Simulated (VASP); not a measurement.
A run of VASP 6.6.1 is set up as follows.

The input INCAR:

```
SYSTEM = MoS2
  ALGO = Normal
  EDIFF = 1E-7
  ENCUT = 520
  GGA = RP
  ISIF = 2
  ISMEAR = -1
  IVDW = 12
  LASPH = .True.
  LCHARG = .True.
  LELF = .True.
  LREAL = .False.
  LVHAR = .True.
  LWAVE = .False.
  NBANDS = 35
  NELM = 80
  PREC = Accurate
  SIGMA = 0.05
```

The input KPOINTS:

```
k-points
0
Gamma
  10 10 2
  0 0 0
```

Contents of POSCAR:

```
MoS2
1.0
    3.1195325729      0.0000000000      0.0000000000
   -1.5597662865      2.7015944561      0.0000000000
    0.0000000000      0.0000000000     21.2281547802
Mo S
2 4
Direct
    0.3333333333      0.6666666667      0.8511602300
    0.6666666667      0.3333333333      0.1488397700
    0.6666666667      0.3333333333      0.7796253900
    0.3333333333      0.6666666667      0.0772510000
    0.6666666667      0.3333333333      0.9227490000
    0.3333333333      0.6666666667      0.2203746100
```

Potentials or basis: VASP PAW PBE potentials, release 64 (Mo_sv, S).

Launch:

```bash
$ cat potpaw_PBE.64/Mo_sv/POTCAR potpaw_PBE.64/S/POTCAR > POTCAR
$ mpirun -np 1 vasp_std > vasp.out
```

Question: Predict the dispersion energy per atom.

Answer: -1.944 eV.

Question: Estimate the band gap on the k mesh.

Answer: 1.51 eV (least direct gap 2.06 eV).

Forces in eV/Å, atoms in the order of the input:
```
Mo   0.000  0.000  0.083
Mo   0.000  0.000 -0.083
S    0.000  0.000 -0.591
S    0.000  0.000 -0.719
S    0.000  0.000  0.719
S    0.000  0.000  0.591
```

Caveat: there is no dipole correction, which matters where the two faces differ; the PAW data sets were made with another functional, which shifts forces and pressure a little.
